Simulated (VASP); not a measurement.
# MgZn3 (P-6m2) in VASP: further runs, part 2 of 2

VASP 6.6.1. The steps go on from the part before.

## (3) Relaxation of cell and atoms, LDA

This run uses another cell than the first one, of 16.85 Å³/atom, 1.106 times its volume.

INCAR reads:

```
ALGO = Normal
EDIFF = 1E-6
EDIFFG = -0.02
ENCUT = 600
GGA = CA
IBRION = 2
ISIF = 3
ISMEAR = 0
LASPH = True
LCHARG = False
LREAL = False
LWAVE = False
NELM = 80
NSW = 80
PREC = Accurate
SIGMA = 0.1
```

KPOINTS reads:

```
k-points
0
Gamma
  10 10 3
```

POSCAR reads:

```
MgZn3
1.0
    2.9772100000      0.0000000000      0.0000000000
   -1.4886050000      2.5783394924      0.0000000000
    0.0000000000      0.0000000000      8.7786030000
Mg Zn
1 3
Direct
    0.6666666667      0.3333333333      0.5000000000
    0.6666666667      0.3333333333      0.0000000000
    0.0000000000      0.0000000000      0.7598330000
    0.0000000000      0.0000000000      0.2401670000
```

Potentials or basis: VASP PAW LDA potentials, release 64 (Mg, Zn).

On the command line:

```
$ cat potpaw_LDA.64/Mg/POTCAR potpaw_LDA.64/Zn/POTCAR > POTCAR
$ mpirun -np 1 vasp_std > vasp.out
```

OUTCAR:

```text
EDIFF = 1E-6
   EDIFFG = -0.02
   ENCUT = 600
   GGA = CA
   IBRION = 2
   ISIF = 3
   ISMEAR = 0
   LASPH = True
   LREAL = False
   NELM = 80
   NSW = 80
   PREC = Accurate

 ion  position               nearest neighbor table
   1  0.667  0.333  0.500-   3 2.86   4 2.86   3 2.86   4 2.86   3 2.86   4 2.86
   2  0.667  0.333  0.000-   3 2.72   4 2.72   3 2.72   4 2.72   3 2.72   4 2.72
   3  0.000  0.000  0.760-   2 2.72   2 2.72   2 2.72   1 2.86   1 2.86   1 2.86
   4  0.000  0.000  0.240-   2 2.72   2 2.72   2 2.72   1 2.86   1 2.86   1 2.86

  LATTYP: Found a hexagonal cell.
 ALAT       =     2.9772100000
 C/A-ratio  =     2.9486005354

  Lattice vectors:

 A1 = (   2.9772100000,   0.0000000000,   0.0000000000)
 A2 = (  -1.4886050000,   2.5783394924,   0.0000000000)
 A3 = (   0.0000000000,   0.0000000000,   8.7786030000)

Analysis of symmetry for initial positions (statically):
=====================================================================
 Subroutine PRICEL returns:
[... 410 lines left out ...]
  ---------------------------------------------------
  free energy    TOTEN  =        -7.40865395 eV

  energy without entropy =       -7.39703980  energy(sigma->0) =       -7.40284688

 E-fermi :   3.3130     XC(G=0): -11.4275

 val. band max:        3.3046971346   @ k =   0.3000   0.3000   0.3333
 cond. band min:       3.3180819730   @ k =   0.3000   0.2000   0.3333
 fundamental gap:      0.0133848383
 Fermi energy:         3.3129934410

 k-point     1 :       0.0000    0.0000    0.0000
  band No.  band energies     occupation
      1      -6.8770      2.00000
      2      -5.1124      2.00000
      3      -5.0988      2.00000
      4      -4.5168      2.00000
      5      -4.5168      2.00000
      6      -4.5063      2.00000
[... 613 lines left out ...]
     22       5.5701      0.00000
     23       7.4214      0.00000

 [... further k-points ...]
[... 5 lines left out ...]
  --------------------------------------------------------------------------------------
  -------------------------------------------------------------------------------------
  Total       -0.0661402     -0.0661402     -0.0732808     -0.0000000      0.0000000      0.0000000
  in kB       -1.7424854     -1.7424854     -1.9306085     -0.0000000      0.0000000      0.0000000
  external PRESSURE =      -1.8051931 kB  Pullay stress =       0.0000000 kB
[... 19 lines left out ...]
  FREE ENERGIE OF THE ION-ELECTRON SYSTEM (eV)
  ---------------------------------------------------
  free  energy   TOTEN  =        -7.4086539485 eV

  energy  without entropy=       -7.3970398027  energy(sigma->0) =       -7.40284688

 reached required accuracy - stopping structural energy minimisation
```

OSZICAR:

```text
N       E                     dE             d eps       ncg     rms          rms(c)
DAV:   1     0.204569946497E+03    0.20457E+03   -0.20639E+04  1288   0.254E+03
[... 65 lines left out ...]
       N       E                     dE             d eps       ncg     rms          rms(c)
DAV:   1    -0.741033546715E+01   -0.17273E-02   -0.12352E-01  1470   0.346E+00    0.294E-01
DAV:   2    -0.740890228916E+01    0.14332E-02   -0.90170E-03  1519   0.168E+00    0.103E-01
DAV:   3    -0.740873228175E+01    0.17001E-03   -0.45145E-04  1512   0.601E-01    0.588E-02
DAV:   4    -0.740866128843E+01    0.70993E-04   -0.11366E-04  1514   0.426E-01    0.218E-02
DAV:   5    -0.740865361699E+01    0.76714E-05   -0.29915E-05  1653   0.162E-01    0.459E-03
DAV:   6    -0.740865394850E+01   -0.33151E-06   -0.63723E-06  1218   0.353E-02
   7 F= -.74086539E+01 E0= -.74028469E+01  d E =-.815675E-03
```

CONTCAR:

```text
MgZn3
   1.00000000000000
     2.9004570064551931    0.0000000000000000   -0.0000000000000000
    -1.4502285032275966    2.5118694501737777   -0.0000000000000000
     0.0000000000000000    0.0000000000000000    8.3472480073934125
  Mg              Zn
     1     3
Direct
     0.6666666667000030    0.3333333332999970    0.5000000000000000
     0.6666666667000030    0.3333333332999970    0.0000000000000000
     0.0000000000000000    0.0000000000000000    0.7638688847197432
     0.0000000000000000    0.0000000000000000    0.2361311152802568

  0.00000000E+00  0.00000000E+00  0.00000000E+00
  0.00000000E+00  0.00000000E+00  0.00000000E+00
  0.00000000E+00  0.00000000E+00  0.00000000E+00
  0.00000000E+00  0.00000000E+00  0.00000000E+00
```

It took 1.9 min on 1 thread of Intel Xeon Platinum 8488C (Sapphire Rapids), shared host; peak memory 0.2 GiB.

Results:

```
Free energy                            : -7.4087 eV
Relaxed volume                         : 15.20 Å³/atom
Relaxed cell                           : a = 2.900 Å, b = 2.900 Å, c = 8.347 Å, α = 90.00°, β = 90.00°, γ = 120.00°
Space group after relaxing (to 0.05 Å) : P-6m2 (No. 187)
Energy gained by relaxing              : 42.6 meV/atom
Ionic steps                            : 7
Pressure after relaxing                : -0.2 GPa
Largest force after relaxing           : 0.011 eV/Å
Band gap on the k mesh                 : zero (band 19 reaches 4.92 eV, above the bottom of band 20 at 2.32 eV)
```

Forces in eV/Å, atoms in the order of the input:
```
Mg   0.000  0.000  0.000
Zn   0.000  0.000  0.000
Zn   0.000  0.000  0.011
Zn   0.000  0.000 -0.011
```

The path:
| step | energy change (eV) | largest force (eV/Å) | pressure (GPa) | volume (Å³) |
| --- | --- | --- | --- | --- |
| 1 | 0.0000 | 0.1866 | -6.27 | 67.39 |
| 2 | -0.1634 | 0.1347 | -0.90 | 61.15 |
| 3 | -0.1662 | 0.1231 | 0.14 | 60.36 |
| 4 | -0.1685 | 0.0978 | 0.15 | 60.42 |
| 5 | -0.1698 | 0.0639 | 0.17 | 60.51 |
| 6 | -0.1705 | 0.0288 | -0.08 | 60.71 |
| 7 | -0.1706 | 0.0114 | -0.18 | 60.81 |

Final structure:
```
Mg Zn
1.0
     2.90046    0.00000    0.00000
    -1.45023    2.51187    0.00000
     0.00000    0.00000    8.34725
Mg Zn
1 3
Direct
  0.66667 0.33333 0.50000
  0.66667 0.33333 0.00000
  0.00000 0.00000 0.76387
  0.00000 0.00000 0.23613
```
